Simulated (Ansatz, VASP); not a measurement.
## WSe2 in VASP and in Ansatz

INCAR

```
SYSTEM = WSe2
ALGO = Normal
DIPOL = 0.5 0.5 0.398
EDIFF = 1E-6
ENCUT = 520
GGA = PE
IDIPOL = 3
ISIF = 2
ISMEAR = 0
IVDW = 12
LASPH = .TRUE.
LCHARG = .TRUE.
LDIPOL = .TRUE.
LELF = .TRUE.
LREAL = .FALSE.
LVACPOTAV = .TRUE.
LVHAR = .TRUE.
LWAVE = .FALSE.
NBANDS = 35
NELM = 80
PREC = Accurate
SIGMA = 0.05
```

The input KPOINTS:

```
k-points
0
G
  9 9 1
  0 0 0
```

Contents of POSCAR:

```
WSe2
1.0
    3.2854807123      0.0000000000      0.0000000000
   -1.6427403561      2.8453097605      0.0000000000
    0.0000000000      0.0000000000     24.2386612352
Se W
4 2
Direct
    0.3333333333      0.6666666667      0.1856538179
    0.3333333333      0.6666666667      0.3246602831
    0.8333333333      1.0000000000      0.4715330812
    0.8333333333      1.0000000000      0.6105395464
    0.6666666667      0.3333333333      0.2551570505
    0.5000000000      1.3333333333      0.5410363138
```

Input for Ansatz:

```yaml
crystal:
  lattice:
    - [3.2854807123, 0.0, 0.0]
    - [-1.6427403561, 2.8453097605, 0.0]
    - [0.0, 0.0, 24.2386612352]
  atoms:
    - { symbol: Se, position: [0.3333333333, 0.6666666667, 0.1856538179] }
    - { symbol: W, position: [0.6666666667, 0.3333333333, 0.2551570505] }
    - { symbol: Se, position: [0.3333333333, 0.6666666667, 0.3246602831] }
    - { symbol: Se, position: [0.8333333333, 1.0, 0.4715330812] }
    - { symbol: W, position: [0.5, 1.3333333333, 0.5410363138] }
    - { symbol: Se, position: [0.8333333333, 1.0, 0.6105395464] }
basis:
  ecutwfc: 420
kpoints:
  mp_grid: { grid: [9, 9, 1] }
hamiltonian:
  xc: pbe
  pseudopotentials: { kind: paw, azcp: { folder: soft_1 } }
  dispersion: d3bj
scf:
  occupations: { method: gaussian, width: 0.05 }
output:
  forces: true
  eigenvalues: true
efield:
  axis: 3
  dipole_correction: true
  ramp_width: 0.04
```

Alike in both runs: task single point; functional PBE; dispersion D3(BJ); k mesh 9 × 9 × 1; occupations gaussian, width 0.05 eV; no spin polarisation.

|  | VASP | Ansatz |
| --- | --- | --- |
| version | VASP 6.6.1 | Ansatz 0.2.0 |
| potentials or method | VASP PAW PBE potentials, release 64 (Se, W_sv), cutoff 520 eV | scalar-relativistic, plane waves, PAW |
| valence electrons in the cell | 52 | 92 |

VASP gave:

| Item | Value |
| --- | --- |
| gap on the k mesh at the Fermi level (eV) | 1.55 |
| least direct gap on the mesh (eV) | 1.66 |
| rms of the force components (eV/Å) | 0.039 |

Task: Estimate Ansatz's values.

Result: gap on the k mesh at the Fermi level (eV): 1.55; least direct gap on the mesh (eV): 1.66; rms of the force components (eV/Å): 0.023.

VASP's potentials hold 52 valence electrons a cell and Ansatz's 92, so a difference there can come from the potentials and not from the codes.

Spin-orbit coupling is off throughout.
